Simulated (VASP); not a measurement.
Write the native input for VASP 6.6.1 that does the following.

```
Task                   : single point
Functional             : PBEsol
Potentials or basis    : VASP PAW PBE potentials, release 64 (Si, Ni)
Cutoff                 : 520 eV
k mesh                 : 16 × 16 × 16
Occupations            : gaussian, width 0.15 eV
Spin                   : no spin polarisation
Dipole correction      : no
Further INCAR settings : ALGO = Normal; EDIFF = 1e-06; NBANDS = 16
```

The structure of Si2Ni lies in POSCAR:

```
Si2Ni
1.0
    0.0000000000      2.9113612320      2.9113612320
    2.9113612320      0.0000000000      2.9113612320
    2.9113612320      2.9113612320      0.0000000000
Si Ni
2 1
Direct
    0.2500000000      0.2500000000      0.2500000000
    0.7500000000      0.7500000000      0.7500000000
    0.0000000000      0.0000000000      0.0000000000
```

This cell differs from its parent crystal: strain +0.080 along x and y, +0.080 along z.

These files were run (other wordings do the same):

INCAR

```
SYSTEM = Si2Ni
PREC = Accurate ; ENCUT = 520
EDIFF = 1E-6 ; ISMEAR = 0
SIGMA = 0.15 ; LREAL = .False.
LASPH = .True. ; NELM = 60
ALGO = Normal ; ISIF = 2
LWAVE = .False. ; LCHARG = .False.
GGA = PS ; NBANDS = 16
```

KPOINTS

```
Automatic mesh
0
Gamma
  16 16 16
  0 0 0
```

Potentials or basis: VASP PAW PBE potentials, release 64 (Si, Ni).

Launch:

```console
$ cat potpaw_PBE.64/Si/POTCAR potpaw_PBE.64/Ni/POTCAR > POTCAR
$ mpirun -np 1 vasp_std > vasp.out
```

Results of the run:

* Pressure: -21.5 GPa
* Band gap on the k mesh: zero (bands 9 and 10 overlap by 2.30 eV)

Caveat: the cell differs from its parent crystal (strain +0.080 along x and y, +0.080 along z); the cell stands under tension; the PAW data sets were made with another functional, which shifts forces and pressure a little.

Wall time 52 s on 1 thread of Intel(R) Xeon(R) Platinum 8488C (Sapphire Rapids), with other jobs on the host, peak memory 0.25 GiB.
